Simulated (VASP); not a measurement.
# C12F in VASP: a series of runs

The runs below take C12F through single point, with PBE.

All numbers are computed with VASP 6.6.1; they aren't measurements. Logs are shortened: lines on timing, memory, paths and dates and some standing lists are left out, and cuts for length are marked.

## 1. The cell of the first run

The cell holds a slab with vacuum, 13 atoms: a = 4.933 Å, b = 8.872 Å, c = 20.291 Å, α = 90.00°, β = 90.00°, γ = 97.99°.

## 2. Single point, PBE

Contents of INCAR:

```
SYSTEM = C12F
PREC = Accurate
ENCUT = 520
EDIFF = 1E-7
ISMEAR = 0
SIGMA = 0.1
LREAL = .FALSE.
LASPH = .TRUE.
NELM = 60
ALGO = Normal
ISIF = 2
LWAVE = .FALSE.
LCHARG = .TRUE.
LDIPOL = .TRUE.
IDIPOL = 3
DIPOL = 0.5 0.5 0.326
GGA = PE
LELF = .TRUE.
LVHAR = .TRUE.
LVACPOTAV = .TRUE.
NBANDS = 40
```

Contents of KPOINTS:

```
Automatic mesh
0
G
  6 3 1
  0 0 0
```

Contents of POSCAR:

```
C12F
1.0
    4.9326910638      0.0000000000      0.0000000000
   -1.2331727659      8.7858796652      0.0000000000
    0.0000000000      0.0000000000     20.2907138818
C F
12 1
Direct
    0.0197005045      0.0788020181      0.1971345130
    0.5197005045      0.0788020181      0.1971345130
    0.2746256306      0.0985025226      0.2311704222
    0.7746256306      0.0985025226      0.2311704222
    0.2844758829      0.1379035317      0.2992422405
    0.7844758829      0.1379035317      0.2992422405
    0.0392966979      0.1571967124      0.3324023561
    0.5392966979      0.1571967124      0.3324023561
    0.0496769462      0.1987212371      0.4035397332
    0.5496769462      0.1987212371      0.4035397332
    0.3040736101      0.2163107364      0.4332382751
    0.8040736101      0.2163107364      0.4332382751
    0.4290736101      0.4663107364      0.4481222222
```

Potentials or basis: VASP PAW PBE potentials, release 64 (C, F).

Run with:

```sh
$ cat potpaw_PBE.64/C/POTCAR potpaw_PBE.64/F/POTCAR > POTCAR
$ mpirun -np 1 vasp_std > vasp.out
```

OUTCAR:

```text
SYSTEM = C12F
   PREC = Accurate
   ENCUT = 520
   EDIFF = 1E-7
   ISMEAR = 0
   LREAL = .FALSE.
   LASPH = .TRUE.
   NELM = 60
   ISIF = 2
   GGA = PE

 ion  position               nearest neighbor table
   1  0.020  0.079  0.197-   3 1.42   4 1.42
   2  0.520  0.079  0.197-   4 1.42   3 1.42
   3  0.275  0.099  0.231-   1 1.42   5 1.42   2 1.42
   4  0.775  0.099  0.231-   2 1.42   6 1.42   1 1.42
   5  0.284  0.138  0.299-   8 1.41   7 1.41   3 1.42
   6  0.784  0.138  0.299-   7 1.41   8 1.41   4 1.42
   7  0.039  0.157  0.332-   6 1.41   5 1.41   9 1.49
   8  0.539  0.157  0.332-   5 1.41   6 1.41  10 1.49
   9  0.050  0.199  0.404-  11 1.38  12 1.38   7 1.49
  10  0.550  0.199  0.404-  12 1.38  11 1.38   8 1.49
  11  0.304  0.216  0.433-   9 1.38  10 1.38
  12  0.804  0.216  0.433-  10 1.38   9 1.38
  13  0.429  0.466  0.448-

  LATTYP: Found a simple monoclinic cell.
 ALAT       =     4.9326910638
 B/A-ratio  =     4.1135180816
 C/A-ratio  =     1.7986126829
 COS(beta)  =    -0.1389960175

  Lattice vectors:

 A1 = (   4.9326910638,   0.0000000000,   0.0000000000)
 A2 = (   0.0000000000,   0.0000000000, -20.2907138818)
 A3 = (  -1.2331727659,   8.7858796652,   0.0000000000)

Analysis of symmetry for initial positions (statically):
=====================================================================
 Subroutine PRICEL returns:
 Original cell was already a primitive cell.

 Routine SETGRP: Setting up the symmetry group for a
 simple monoclinic supercell.

 Subroutine GETGRP returns: Found  1 space group operations
 (whereof  1 operations were pure point group operations)
 out of a pool of  4 trial point group operations.

The static configuration has the point symmetry C_1 .

Analysis of symmetry for dynamics (positions and initial velocities):
=====================================================================
 Subroutine PRICEL returns:
 Original cell was already a primitive cell.

 Routine SETGRP: Setting up the symmetry group for a
 simple monoclinic supercell.

 Subroutine GETGRP returns: Found  1 space group operations
 (whereof  1 operations were pure point group operations)
 out of a pool of  4 trial point group operations.

The dynamic configuration has the point symmetry C_1 .

 Subroutine INISYM returns: Found  1 space group operations
 (whereof  1 operations are pure point group operations),
 and found     1 'primitive' translations

----------------------------------------------------------------------------------------

                                     Primitive cell

  volume of cell :     879.3596

  direct lattice vectors                    reciprocal lattice vectors
     4.932691064  0.000000000  0.000000000     0.202729096  0.028454749  0.000000000
    -1.233172766  8.785879665  0.000000000     0.000000000  0.113818996  0.000000000
     0.000000000  0.000000000 20.290713882     0.000000000  0.000000000  0.049283628

  length of vectors
     4.932691064  8.872000708 20.290713882     0.204716289  0.113818996  0.049283628

  position of ions in fractional coordinates (direct lattice)
     0.019700505  0.078802018  0.197134513
     0.519700505  0.078802018  0.197134513
     0.274625631  0.098502523  0.231170422
     0.774625631  0.098502523  0.231170422
     0.284475883  0.137903532  0.299242240
     0.784475883  0.137903532  0.299242240
     0.039296698  0.157196712  0.332402356
     0.539296698  0.157196712  0.332402356
     0.049676946  0.198721237  0.403539733
     0.549676946  0.198721237  0.403539733
     0.304073610  0.216310736  0.433238275
     0.804073610  0.216310736  0.433238275
     0.429073610  0.466310736  0.448122222

  ion indices of the primitive-cell ions
   primitive index   ion index
                 1           1
                 2           2
                 3           3
                 4           4
                 5           5
                 6           6
                 7           7
                 8           8
                 9           9
                10          10
                11          11
                12          12
                13          13

----------------------------------------------------------------------------------------

 KPOINTS: Automatic mesh

Automatic generation of k-mesh.
 Grid dimensions read from file:
 generate k-points for:    6    3    1

 Generating k-lattice:

  Cartesian coordinates                     Fractional coordinates (reciprocal lattice)
     0.033788183  0.004742458  0.000000000     0.166666667  0.000000000  0.000000000
     0.000000000  0.037939665  0.000000000     0.000000000  0.333333333  0.000000000
     0.000000000  0.000000000  0.049283628     0.000000000  0.000000000  1.000000000

  Length of vectors
     0.034119382  0.037939665  0.049283628

  Shift w.r.t. Gamma in fractional coordinates (k-lattice)
     0.000000000  0.000000000  0.000000000

 Subroutine IBZKPT returns following result:
 ===========================================

 Found     10 irreducible k-points:

 Following reciprocal coordinates:
            Coordinates               Weight
  0.000000  0.000000  0.000000      1.000000
  0.166667  0.000000  0.000000      2.000000
  0.333333  0.000000  0.000000      2.000000
  0.500000  0.000000  0.000000      1.000000
  0.000000  0.333333  0.000000      2.000000
  0.166667  0.333333  0.000000      2.000000
  0.333333  0.333333  0.000000      2.000000
  0.500000  0.333333  0.000000      2.000000
 -0.333333  0.333333  0.000000      2.000000
 -0.166667  0.333333  0.000000      2.000000
   k-points           NKPTS =     10   k-points in BZ     NKDIM =     10   number of bands    NBANDS=     40
   number of dos      NEDOS =    301   number of ions     NIONS =     13
   total plane-waves  NPLWV = 448000
   dimension x,y,z NGX =    40 NGY =   70 NGZ =  160
   dimension x,y,z NGXF=    80 NGYF=  140 NGZF=  320
   ions per type =              12   1
   NGX,Y,Z   is equivalent  to a cutoff of  13.48, 13.12, 13.11 a.u.
   NGXF,Y,Z  is equivalent  to a cutoff of  26.96, 26.23, 26.22 a.u.
 SYSTEM =  C12F
   PREC   = accura    normal or accurate (medium, high low for compatibility)
   ISTART =      0    job   : 0-new  1-cont  2-samecut
   ICHARG =      2    charge: 1-file 2-atom 10-const
   ISPIN  =      1    spin polarized calculation?
   LNONCOLLINEAR =      F non collinear calculations
   LSORBIT =      F    spin-orbit coupling
   LASPH  =      T    aspherical Exc in radial PAW
   ENCUT  =  520.0 eV  38.22 Ry    6.18 a.u.   9.17 16.50 37.73*2*pi/ulx,y,z
   NELM   =     60;   NELMIN=  2; NELMDL= -5     # of ELM steps
   EDIFF  = 0.1E-06   stopping-criterion for ELM
   LREAL  =      F    real-space projection
   EDIFFG = 0.1E-05   stopping-criterion for IOM
   NSW    =      0    number of steps for IOM
   IBRION =     -1    ionic relax: 0-MD 1-quasi-New 2-CG
   NFREE  =      0    steps in history (QN), initial steepest desc. (CG)
   ISIF   =      2    stress and relaxation
   ISYM   =      2    0-nonsym 1-usesym 2-fastsym
   POTIM  = 0.5000    time-step for ionic-motion
   TEBEG  =    0.0;   TEEND  =   0.0 temperature during run
   PSTRESS=    0.0 pullay stress
   NELECT =      55.0000    total number of electrons
   NUPDOWN=      -1.0000    fix difference up-down
   EMIN   =  10.00;   EMAX   =-10.00  energy-range for DOS
   EFERMI =   0.00;   METHOD = LEGACY
   ISMEAR =     0;   SIGMA  =   0.10  broadening in eV -4-tet -1-fermi 0-gaus
   EFERMI_NEDOS =   21; number of points for ismear=-14 and -15
   IALGO  =     38    algorithm
   IMIX   =      4    mixing-type and parameters
     AMIX     =   0.40;   BMIX     =  1.00
     AMIX_MAG =   1.60;   BMIX_MAG =  1.00
  volume/ion in A,a.u.               =      67.64       456.48
  Fermi-wavevector in a.u.,A,eV,Ry     =   0.649841  1.228021  5.745644  0.422293
  Thomas-Fermi vector in A             =   1.718927
   LORBIT       =      0    0 simple, 1 ext, 2 COOP (PROOUT), +10 PAW based schemes
   GGA     = PE    functional components
   LHFCALC =     F    Hartree Fock is set to
   AEXX    =    0.0000 exact exchange contribution
   IVDW    =     0    specifies the selected vdW correction
   LEPSILON=     F    determine dielectric tensor
   LRPA    =     F    only Hartree local field effects (RPA)
 non-spin polarized calculation
 Gauss-broadening in eV      SIGMA  =   0.10
  energy-cutoff  :      520.00
  volume of cell :      879.36
 maximum number of plane-waves:     23724
 NGX is ok and might be reduce to    40
   NGX = 19   NGY = 33   NGZ = 75

 dipolmoment           0.000000      0.000000     -0.098574 electrons x Angstroem

 number of electron      55.0000000 magnetization

 dipolmoment           0.000000      0.000000      0.225173 electrons x Angstroem

 Free energy of the ion-electron system (eV)
  ---------------------------------------------------
  ext. energy  EPLUGINS =         0.00000000
  ---------------------------------------------------
  free energy    TOTEN  =      -100.33983334 eV

  energy without entropy =     -100.27522713  energy(sigma->0) =     -100.30753023

 E-fermi :  -5.4327     XC(G=0):  -2.1560

 val. band max:       -5.4462085943   @ k =   0.5000   0.3333   0.0000
 cond. band min:      -5.4262753911   @ k =   0.5000   0.0000   0.0000
 fundamental gap:      0.0199332033
 Fermi energy:        -5.4326812798

 k-point     1 :       0.0000    0.0000    0.0000
  band No.  band energies     occupation
      1     -24.9716      2.00000
      2     -23.8878      2.00000
      3     -22.2545      2.00000
      4     -19.9146      2.00000
      5     -19.7465      2.00000
      6     -19.6911      2.00000
[... 31 lines left out ...]
     38       1.5976      0.00000
     39       1.8272      0.00000
[... 376 lines left out ...]
     38       1.5315      0.00000
     39       1.7222      0.00000
 [bands above 39 left out]

------------------------ aborting loop because EDIFF is reached ----------------------------------------

  FORCE on cell =-STRESS in cart. coord.  units (eV):
  Direction    XX          YY          ZZ          XY          YZ          ZX
  --------------------------------------------------------------------------------------
  -------------------------------------------------------------------------------------
  Total        0.4492017     -4.7158239     -1.2414851     -0.8099576     -0.0938134     -0.1924753
  in kB        0.8184375     -8.5921463     -2.2619635     -1.4757281     -0.1709263     -0.3506865
  external PRESSURE =      -3.3452241 kB  Pullay stress =       0.0000000 kB

 VOLUME and BASIS-vectors are now :
 -----------------------------------------------------------------------------
  energy-cutoff  :      520.00
  volume of cell :      879.36
      direct lattice vectors                 reciprocal lattice vectors
     4.932691064  0.000000000  0.000000000     0.202729096  0.028454749  0.000000000
    -1.233172766  8.785879665  0.000000000     0.000000000  0.113818996  0.000000000
     0.000000000  0.000000000 20.290713882     0.000000000  0.000000000  0.049283628

 POSITION                                       TOTAL-FORCE (eV/Angst)
 -----------------------------------------------------------------------------------
     -0.00000      0.69235      4.00000        -0.079522      0.494171      1.846773
      2.46635      0.69235      4.00000         0.078329      0.527283      1.839547
      1.23317      0.86543      4.69061        -0.007668     -0.914042     -3.289328
      3.69952      0.86543      4.69061         0.012701     -0.791122     -3.126440
      1.23317      1.21160      6.07184        -0.027471      0.405511      1.421166
      3.69952      1.21160      6.07184         0.015671      0.307068      1.446335
     -0.00001      1.38111      6.74468        -0.048230     -0.138269      0.328749
      2.46633      1.38111      6.74468         0.108595     -0.184634      0.467897
     -0.00002      1.74594      8.18811        -0.611499      0.349658      0.408293
      2.46633      1.74594      8.18811         0.572037      0.113336      0.157178
      1.23315      1.90048      8.79071         0.395056      2.130678     -0.547646
      3.69950      1.90048      8.79071        -0.049204     -0.207399     -0.959747
      1.54145      4.09695      9.09272        -0.358794     -2.092240      0.007223
 -----------------------------------------------------------------------------------
    total drift:                                0.001043     -0.000277      0.000173

  FREE ENERGIE OF THE ION-ELECTRON SYSTEM (eV)
  ---------------------------------------------------
  free  energy   TOTEN  =      -100.3398333359 eV

  energy  without entropy=     -100.2752271260  energy(sigma->0) =     -100.30753023

 vacuum level on the upper side and lower side of the slab         1.912         0.971
```

It took 9.5 min on 1 thread of Intel Xeon 6975P-C (Granite Rapids), shared host; peak memory 0.96 GiB.

What came out:

| Quantity | Value |
| --- | --- |
| Free energy | -100.3398 eV |
| Largest force | 3.414 eV/Å |
| Band gap on the k mesh | zero (an odd number of electrons rules out a gap without spin polarisation) |

Forces on the atoms (eV/Å):
```
C   -0.080  0.494  1.847
C    0.078  0.527  1.840
C   -0.008 -0.914 -3.289
C    0.013 -0.791 -3.126
C   -0.027  0.406  1.421
C    0.016  0.307  1.446
C   -0.048 -0.138  0.329
C    0.109 -0.185  0.468
C   -0.611  0.350  0.408
C    0.572  0.113  0.157
C    0.395  2.131 -0.548
C   -0.049 -0.207 -0.960
F   -0.359 -2.092  0.007
```

Levels at points of the mesh, in eV from the Fermi level:
```
           k point  band 24  band 25  band 26  band 27  band 28  band 29  band 30  band 31
(0.00, 0.00, 0.00)    -0.79    -0.65    -0.34    -0.27    -0.14     0.75     1.08     1.26
(0.50, 0.00, 0.00)    -1.15    -0.69    -0.54    -0.01     0.01     0.11     0.46     3.22
```

Caveat: an odd number of electrons without spin polarisation forces a metal; a magnetic or distorted state may lie lower.

(Continued in part 2 of 2.)

The gap in the log of VASP goes by the Fermi energy; the results here count the filled bands.